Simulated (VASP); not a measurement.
A run of VASP 6.6.1:

Contents of POSCAR:

```
Sn
1.0
   -2.0291894110      2.0291894110      1.6607599896
    2.0291894110     -2.0291894110      1.6607599896
    2.0291894110      2.0291894110     -1.6607599896
Sn
1
Direct
    0.0000000000      0.0000000000      0.0000000000
```

INCAR.step1

```
SYSTEM = Sn
  ALGO = Normal
  EDIFF = 1E-4
  ENCUT = 520
  GGA = PE
  GGA_COMPAT = .FALSE.
  ISMEAR = -1
  LASPH = .TRUE.
  LCHARG = .FALSE.
  LREAL = .FALSE.
  LSORBIT = .TRUE.
  LWAVE = .TRUE.
  MAGMOM = 0 0 0
  NBANDS = 25
  NELM = 150
  PREC = Accurate
  SIGMA = 0.05
```

Contents of INCAR.step2:

```
SYSTEM = Sn
  ALGO = Normal
  EDIFF = 1E-6
  ENCUT = 520
  GGA_COMPAT = .FALSE.
  ISIF = 2
  ISMEAR = -1
  ISTART = 1
  LASPH = .TRUE.
  LCHARG = .FALSE.
  LMIXTAU = .TRUE.
  LORBIT = 11
  LORBMOM = .TRUE.
  LREAL = .FALSE.
  LSORBIT = .TRUE.
  LWAVE = .FALSE.
  MAGMOM = 0 0 0
  METAGGA = R2SCAN
  NBANDS = 25
  NELM = 150
  PREC = Accurate
  SIGMA = 0.05
```

KPOINTS

```
k-points
0
G
  7 7 7
  0 0 0
```

Potentials or basis: VASP PAW PBE potentials, release 64 (Sn_d).

Run with:

```console
$ cat potpaw_PBE.64/Sn_d/POTCAR > POTCAR
$ cp INCAR.step1 INCAR
$ mpirun -np 1 vasp_ncl > vasp.out
$ cp INCAR.step2 INCAR
$ mpirun -np 1 vasp_ncl > vasp.out
```

Hardware: 1 thread of Intel(R) Xeon(R) 6975P-C (Granite Rapids), with other jobs on the host.

Q: Estimate the wall time of this run.

A: It took 6.4 min on 1 thread of Intel(R) Xeon(R) 6975P-C (Granite Rapids), on a shared host, peak memory 0.29 GiB. Counts: k points 40.
